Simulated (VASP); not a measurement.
Here is a VASP 6.6.1 calculation.

The input INCAR:

```
SYSTEM = CaO
  PREC = Accurate
  ENCUT = 520
  EDIFF = 1E-7
  ISMEAR = 0
  SIGMA = 0.01
  LREAL = .False.
  LASPH = .True.
  NELM = 100
  ALGO = Normal
  ISIF = 2
  LWAVE = .False.
  LCHARG = .False.
  GGA = PS
  NBANDS = 15
```

File KPOINTS:

```
Automatic mesh
0
Gamma
  10 10 10
  0 0 0
```

POSCAR

```
CaO
1.0
    0.0119178812      2.3895351810      2.3895351810
    2.3895351810      0.0119178812      2.3895351810
    2.3895351810      2.3895351810      0.0119178812
Ca O
1 1
Direct
    0.0000000000      0.0000000000      0.0000000000
    0.5000000000      0.5000000000      0.5000000000
```

Potentials or basis: VASP PAW PBE potentials, release 64 (Ca_sv, O).

Run with:

```console
$ cat potpaw_PBE.64/Ca_sv/POTCAR potpaw_PBE.64/O/POTCAR > POTCAR
$ mpirun -np 1 vasp_std > vasp.out
```

Problem. Predict the band gap on the k mesh.

Solution. 3.51 eV (least direct gap 3.88 eV).

Problem. What does it give for the pressure?

Solution. 0.6 GPa.

Stress tensor (GPa, compression positive):
```
 0.65 -0.39 -0.39
-0.39  0.65 -0.39
-0.39 -0.39  0.65
```

Caveat: the cell differs from its parent crystal (equal xy, yz and zx engineering shears of +0.5 %); the PAW data sets were made with another functional, which shifts forces and pressure a little. A k mesh can miss the band edges.
